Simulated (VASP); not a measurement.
# Ta (Pm-3m) in VASP: a series of runs, part 2 of 2

VASP 6.6.1. Earlier steps stand in the parts before.

## (4) Single point, PBE (volume scaled by 0.52)

File INCAR:

```
SYSTEM = Ta
  PREC = Accurate
  ENCUT = 520
  EDIFF = 1E-6
  ISMEAR = -1
  SIGMA = 0.08
  LREAL = .False.
  LASPH = .True.
  NELM = 80
  ALGO = Normal
  ISIF = 2
  LWAVE = .False.
  LCHARG = .True.
  GGA = PE
  LELF = .True.
  LVHAR = .True.
  NBANDS = 12
```

File KPOINTS:

```
regular mesh
0
Gamma
  14 14 14
  0 0 0
```

File POSCAR:

```
Ta
1.0
    2.2073156731      0.0000000000      0.0000000000
    0.0000000000      2.2073156731      0.0000000000
    0.0000000000      0.0000000000      2.2073156731
Ta
1
Direct
    0.0000000000      0.0000000000      0.0000000000
```

Potentials or basis: VASP PAW PBE potentials, release 64 (Ta_pv).

The run is started by

```sh
cat potpaw_PBE.64/Ta_pv/POTCAR > POTCAR
mpirun -np 1 vasp_std > vasp.out
```

OUTCAR:

```text
SYSTEM = Ta
   PREC = Accurate
   ENCUT = 520
   EDIFF = 1E-6
   ISMEAR = -1
   LREAL = .False.
   LASPH = .True.
   NELM = 80
   ISIF = 2
   GGA = PE

 ion  position               nearest neighbor table
   1  0.000  0.000  0.000-

  LATTYP: Found a simple cubic cell.
 ALAT       =     2.2073156731

  Lattice vectors:

 A1 = (   2.2073156731,   0.0000000000,   0.0000000000)
 A2 = (   0.0000000000,   2.2073156731,   0.0000000000)
 A3 = (   0.0000000000,   0.0000000000,   2.2073156731)

Analysis of symmetry for initial positions (statically):
=====================================================================
 Subroutine PRICEL returns:
 Original cell was already a primitive cell.

 Routine SETGRP: Setting up the symmetry group for a
 simple cubic supercell.

 Subroutine GETGRP returns: Found 48 space group operations
 (whereof 48 operations were pure point group operations)
 out of a pool of 48 trial point group operations.

The static configuration has the point symmetry O_h .

Analysis of symmetry for dynamics (positions and initial velocities):
=====================================================================
 Subroutine PRICEL returns:
 Original cell was already a primitive cell.

 Routine SETGRP: Setting up the symmetry group for a
 simple cubic supercell.

 Subroutine GETGRP returns: Found 48 space group operations
 (whereof 48 operations were pure point group operations)
 out of a pool of 48 trial point group operations.

The dynamic configuration has the point symmetry O_h .

 Subroutine INISYM returns: Found 48 space group operations
 (whereof 48 operations are pure point group operations),
 and found     1 'primitive' translations

----------------------------------------------------------------------------------------

                                     Primitive cell

[... 105 lines left out ...]
   IALGO  =     38    algorithm
   IMIX   =      4    mixing-type and parameters
     AMIX     =   0.40;   BMIX     =  1.00
     AMIX_MAG =   1.60;   BMIX_MAG =  1.00
  volume/ion in A,a.u.               =      10.75        72.58
  Fermi-wavevector in a.u.,A,eV,Ry     =   1.649458  3.117024 37.017533  2.720712
  Thomas-Fermi vector in A             =   2.738574
   LORBIT       =      0    0 simple, 1 ext, 2 COOP (PROOUT), +10 PAW based schemes
   GGA     = PE    functional components
   LHFCALC =     F    Hartree Fock is set to
   AEXX    =    0.0000 exact exchange contribution
   IVDW    =     0    specifies the selected vdW correction
   LEPSILON=     F    determine dielectric tensor
   LRPA    =     F    only Hartree local field effects (RPA)
 non-spin polarized calculation
  energy-cutoff  :      520.00
  volume of cell :       10.75
 maximum number of plane-waves:       304
   NGX =  9   NGY =  9   NGZ =  9

 number of electron      11.0000004 magnetization

 Free energy of the ion-electron system (eV)
  ---------------------------------------------------
  ext. energy  EPLUGINS =         0.00000000
  ---------------------------------------------------
  free energy    TOTEN  =        -4.54720995 eV

  energy without entropy =       -4.53157201  energy(sigma->0) =       -4.53939098

 E-fermi :  11.0928     XC(G=0): -15.3942

 val. band max:       11.0741146966   @ k =   0.4286   0.2857   0.2143
 cond. band min:      11.0998787586   @ k =   0.5000   0.3571   0.1429
 fundamental gap:      0.0257640620
 Fermi energy:        11.0927966664

 k-point     1 :       0.0000    0.0000    0.0000
  band No.  band energies     occupation
      1     -20.6799      2.00000
      2     -20.6799      2.00000
      3     -20.6799      2.00000
      4       1.6905      2.00000
      5       4.3421      2.00000
      6       4.3421      2.00000
      7      23.1061      0.00000
      8      23.1061      0.00000
      9      23.1061      0.00000
     10      26.3991      0.00000
     11      33.6344      0.00000
     12      33.6344      0.00000
[... 331 lines left out ...]
 k-point    24 :       0.3571    0.2143    0.0000
  band No.  band energies     occupation
      1     -25.7932      2.00000
      2     -22.8951      2.00000
      3     -19.8328      2.00000
      4       6.0007      2.00000
      5       7.2648      2.00000
      6      12.3146      0.00000
      7      15.7148      0.00000
      8      17.4420      0.00000
      9      19.8157      0.00000
     10      26.3107      0.00000
     11      28.2564      0.00000
     12      33.7746      0.00000

 [... further k-points ...]
[... 5 lines left out ...]
  --------------------------------------------------------------------------------------
  -------------------------------------------------------------------------------------
  Total       23.4371541     23.4371541     23.4371541      0.0000000      0.0000000      0.0000000
  in kB     3491.5809588   3491.5809588   3491.5809588      0.0000000      0.0000000      0.0000000
  external PRESSURE =    3491.5809588 kB  Pullay stress =       0.0000000 kB

 VOLUME and BASIS-vectors are now :
 -----------------------------------------------------------------------------
  energy-cutoff  :      520.00
  volume of cell :       10.75
      direct lattice vectors                 reciprocal lattice vectors
     2.207315673  0.000000000  0.000000000     0.453038961  0.000000000  0.000000000
     0.000000000  2.207315673  0.000000000     0.000000000  0.453038961  0.000000000
     0.000000000  0.000000000  2.207315673     0.000000000  0.000000000  0.453038961

 POSITION                                       TOTAL-FORCE (eV/Angst)
 -----------------------------------------------------------------------------------
      0.00000      0.00000      0.00000         0.000000      0.000000      0.000000
 -----------------------------------------------------------------------------------
    total drift:                                0.000000      0.000000      0.000000

  FREE ENERGIE OF THE ION-ELECTRON SYSTEM (eV)
  ---------------------------------------------------
  free  energy   TOTEN  =        -4.5472099522 eV

  energy  without entropy=       -4.5315720059  energy(sigma->0) =       -4.53939098
```

OSZICAR:

```text
N       E                     dE             d eps       ncg     rms          rms(c)
DAV:   1     0.682927206933E+02    0.68293E+02   -0.61845E+03  2920   0.962E+02
DAV:   2    -0.393892213598E+01   -0.72232E+02   -0.69372E+02  3260   0.267E+02
DAV:   3    -0.484511450341E+01   -0.90619E+00   -0.90348E+00  3156   0.273E+01
DAV:   4    -0.484608595520E+01   -0.97145E-03   -0.97144E-03  3116   0.993E-01
DAV:   5    -0.484608712937E+01   -0.11742E-05   -0.11733E-05  3116   0.326E-02    0.363E+01
DAV:   6    -0.464546837048E+01    0.20062E+00   -0.30232E-02  2916   0.178E+00    0.211E+01
DAV:   7    -0.454736999798E+01    0.98098E-01   -0.47758E-02  2916   0.210E+00    0.301E-01
DAV:   8    -0.454719150961E+01    0.17849E-03   -0.14693E-03  2944   0.420E-01    0.696E-02
DAV:   9    -0.454721180441E+01   -0.20295E-04   -0.18773E-05  3244   0.427E-02    0.296E-02
DAV:  10    -0.454720976181E+01    0.20426E-05   -0.20128E-06  2936   0.181E-02    0.399E-03
DAV:  11    -0.454720995215E+01   -0.19034E-06   -0.29810E-08  1472   0.211E-03
   1 F= -.45472100E+01 E0= -.45393910E+01  d E =-.156379E-01
```

Run time: 5.4 s. Hardware: 1 thread of AMD EPYC 9R45 (Zen 5), shared host; peak memory 0.09 GiB.

What came out:

```
Free energy : -4.5472 eV
Pressure    : 349.2 GPa
```

Caveat: spin-orbit coupling is left out, which moves the levels of the heavy elements.

## (5) Single point, PBE (volume scaled by 0.6)

File INCAR:

```
PREC     = Accurate       # precision mode
ENCUT    = 520            # plane-wave cutoff, eV
EDIFF    = 1E-6           # SCF threshold, eV
ISMEAR   = -1             # smearing method
SIGMA    = 0.08           # smearing width, eV
LREAL    = F              # projectors in reciprocal space
LASPH    = T              # aspherical terms in the spheres
NELM     = 100            # most SCF steps
ALGO     = Normal         # electronic algorithm
ISIF     = 2              # what is computed and relaxed
LWAVE    = F              # write WAVECAR
LCHARG   = F              # write CHGCAR
GGA      = PE             # functional
NBANDS   = 12             # bands
```

File KPOINTS:

```
regular mesh
0
Gamma
  14 14 14
```

File POSCAR:

```
Ta
1.0
    2.3151568313      0.0000000000      0.0000000000
    0.0000000000      2.3151568313      0.0000000000
    0.0000000000      0.0000000000      2.3151568313
Ta
1
Direct
    0.0000000000      0.0000000000      0.0000000000
```

The run is started by

```sh
cat potpaw_PBE.64/Ta_pv/POTCAR > POTCAR
mpirun -np 1 vasp_std > vasp.out
```

It took 7.2 s on 1 thread of AMD EPYC 9R45 (Zen 5), shared host; peak memory 0.1 GiB.

The run converged. Its results:

```yaml
Free_energy: -7.3220 eV
Pressure: 202.4 GPa
```

Levels at points of the mesh, in eV from the Fermi level:
| k point | band 4 | band 5 | band 6 | band 7 | band 8 | band 9 |
| --- | --- | --- | --- | --- | --- | --- |
| (0.00, 0.00, 0.00) | -9.13 | -5.55 | -5.55 | 10.41 | 10.41 | 10.41 |
| (0.50, 0.00, 0.00) | -4.48 | -3.75 | 1.13 | 2.77 | 2.77 | 11.35 |
| (0.50, 0.50, 0.00) | -8.56 | -1.89 | 4.42 | 4.42 | 9.13 | 9.13 |
| (0.50, 0.50, 0.50) | -5.69 | -5.69 | -5.69 | 6.51 | 15.16 | 16.27 |

Caveat: spin-orbit coupling is left out, which moves the levels of the heavy elements.

## (6) Overview

```csv
cell,gap on the mesh (eV),pressure (GPa)
"a = 2.103 Å, 1 atom",none,581.4
"a = 2.207 Å, 1 atom",none,349.2
"a = 2.315 Å, 1 atom",none,202.4
```

Alike in all rows: task single point; level PBE; potentials or basis VASP PAW PBE potentials, release 64 (Ta_pv); no spin polarisation; k mesh 14 × 14 × 14; cutoff (eV) 520; smearing fermi-dirac 0.08 eV.

Caveats: spin-orbit coupling is left out, which moves the levels of the heavy elements.

Total energies depend on the potentials used, so only differences within one code and one set of settings carry meaning.
